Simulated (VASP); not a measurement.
**From an Ansatz input to VASP: CdSiN₂ (strained II-IV-V2 ordering on zincblende lattice)**

Ansatz input

```yaml
crystal:
  lattice:
    - [3.1195469186, 0.0, 0.0]
    - [0.0, 3.1195469186, 0.0]
    - [0.0, 0.0, 4.984576775]
  atoms:
    - { symbol: Cd, position: [0.0, 0.0, 0.0] }
    - { symbol: "N", position: [0.0, 0.5, 0.32174872] }
    - { symbol: Si, position: [0.5, 0.5, 0.5] }
    - { symbol: "N", position: [0.5, 0.0, 0.67825128] }
kpoints:
  mp_grid: { grid: [8, 8, 6] }
  band_path:
    path:
      - [0.0, 0.0, 0.0]
      - [0.0, 0.5, 0.0]
      - [0.5, 0.5, 0.0]
      - [0.0, 0.0, 0.5]
      - [0.0, 0.5, 0.5]
      - [0.5, 0.5, 0.5]
    npoints: 1
hamiltonian:
  xc: pbe
scf:
  occupations: { method: fermi_dirac, width: 0.02 }
  n_extra_bands: 5
output:
  forces: true
  stress: true
  eigenvalues: true
```

**Question.** Write VASP inputs for this cell and level of theory.

**Answer.** 

INCAR

```
LREAL = .FALSE.
NELM = 120
EDIFF = 1E-7
GGA = PE
LASPH = .TRUE.
LCHARG = .FALSE.
SIGMA = 0.02
ISMEAR = -1
ISIF = 2
NSW = 0
LWAVE = .FALSE.
NBANDS = 21
PREC = Accurate
ENCUT = 520
IBRION = -1
```

KPOINTS

```
KPOINTS created by Atomic Simulation Environment
0
Gamma
8 8 6
0 0 0
```

KPOINTS_OPT

```
special points
6
Reciprocal
0.0000000000 0.0000000000 0.0000000000 1
0.0000000000 0.5000000000 0.0000000000 1
0.5000000000 0.5000000000 0.0000000000 1
0.0000000000 0.0000000000 0.5000000000 1
0.0000000000 0.5000000000 0.5000000000 1
0.5000000000 0.5000000000 0.5000000000 1
```

POSCAR

```
Cd N  Si
 1.0000000000000000
     3.1195469186000002    0.0000000000000000    0.0000000000000000
     0.0000000000000000    3.1195469186000002    0.0000000000000000
     0.0000000000000000    0.0000000000000000    4.9845767749999998
 Cd  N   Si
   1   2   1
Cartesian
 -0.0000000000000000  0.0000000000000000  0.0000000000000000
  0.0000000000000000  1.5597734593000001  1.6037811972773017
  1.5597734593000001  0.0000000000000000  3.3807955777226981
  1.5597734593000001  1.5597734593000001  2.4922883874999999
```

VASP ran with the recommended PBE PAW datasets (26 valence electrons in the cell). Other inputs would serve too.

```json
{"": "gap between bands v and c", "Ansatz": "1.05 eV", "VASP": "1.08 eV"}
{"": "least direct gap", "Ansatz": "1.05 eV", "VASP": "1.08 eV"}
{"": "pressure", "Ansatz": "-0.7 GPa", "VASP": "-0.1 GPa"}
{"": "largest force", "Ansatz": "0.08 eV/Å", "VASP": "0.03 eV/Å"}
```

Datasets and cutoffs are each program's own. VASP's cell holds 26 valence electrons and Ansatz's 34. Ansatz's stress includes a Pulay correction; VASP's doesn't.

VASP's potentials hold 26 valence electrons a cell and Ansatz's 34, so a difference between the two programs can come from the potentials and not from the codes.
